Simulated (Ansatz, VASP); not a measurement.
Two plane-wave programs on In2As2H

The input INCAR:

```
PREC = Accurate
ENCUT = 520
EDIFF = 1E-7
ISMEAR = 0
SIGMA = 0.1
LREAL = F
LASPH = T
NELM = 100
ALGO = Normal
ISIF = 2
LWAVE = F
LCHARG = F
LDIPOL = T
IDIPOL = 3
DIPOL = 0.5 0.5 0.338
GGA = PE
IVDW = 12
NBANDS = 26
```

File KPOINTS:

```
regular mesh
0
Gamma
  6 6 1
```

File POSCAR:

```
In2As2H
1.0
    4.3220706691      0.0000000000      0.0000000000
   -2.1610353346      3.7430229964      0.0000000000
    0.0000000000      0.0000000000     21.7386927198
As In H
2 2 1
Direct
    0.0000000000      0.0000000000      0.1840037049
    0.3333333333      0.6666666667      0.3557112058
    0.3333333333      0.6666666667      0.2245875152
    0.6666666667      0.3333333333      0.3881876812
    1.5555555556      0.5555555556      0.5399907378
```

Input for Ansatz:

```yaml
crystal:
  lattice:
    - [4.3220706691, 0.0, 0.0]
    - [-2.1610353346, 3.7430229964, 0.0]
    - [0.0, 0.0, 21.7386927198]
  atoms:
    - { symbol: As, position: [0.0, 0.0, 0.1840037049] }
    - { symbol: In, position: [0.3333333333, 0.6666666667, 0.2245875152] }
    - { symbol: As, position: [0.3333333333, 0.6666666667, 0.3557112058] }
    - { symbol: In, position: [0.6666666667, 0.3333333333, 0.3881876812] }
    - { symbol: H, position: [1.5555555556, 0.5555555556, 0.5399907378] }
basis:
  ecutwfc: 420
kpoints:
  mp_grid: { grid: [6, 6, 1] }
hamiltonian:
  xc: pbe
  pseudopotentials: { kind: paw, azcp: { folder: soft_1 } }
  dispersion: d3bj
scf:
  occupations: { method: gaussian, width: 0.1 }
output:
  forces: true
  eigenvalues: true
efield:
  axis: 3
  dipole_correction: true
  ramp_width: 0.04
```

Alike in both runs: task single point; functional PBE; dispersion D3(BJ); k mesh 6 × 6 × 1; occupations gaussian, width 0.1 eV; no spin polarisation.

|  | VASP | Ansatz |
| --- | --- | --- |
| version | VASP 6.6.1 | Ansatz 0.2.0 |
| potentials or method | VASP PAW PBE potentials, release 64 (As, In_d, H), cutoff 520 eV | scalar-relativistic, plane waves, PAW |
| valence electrons in the cell | 37 | 57 |

```csv
,VASP,Ansatz,Ansatz less VASP
gap on the k mesh at the Fermi level (eV),none,none,-
rms of the force components (eV/Å),0.201,0.200,-0.0016
```

A gap of «none» marks a metal or a gap that the smearing closes. VASP's potentials hold 37 valence electrons a cell and Ansatz's 57, so a difference there can come from the potentials and not from the codes.
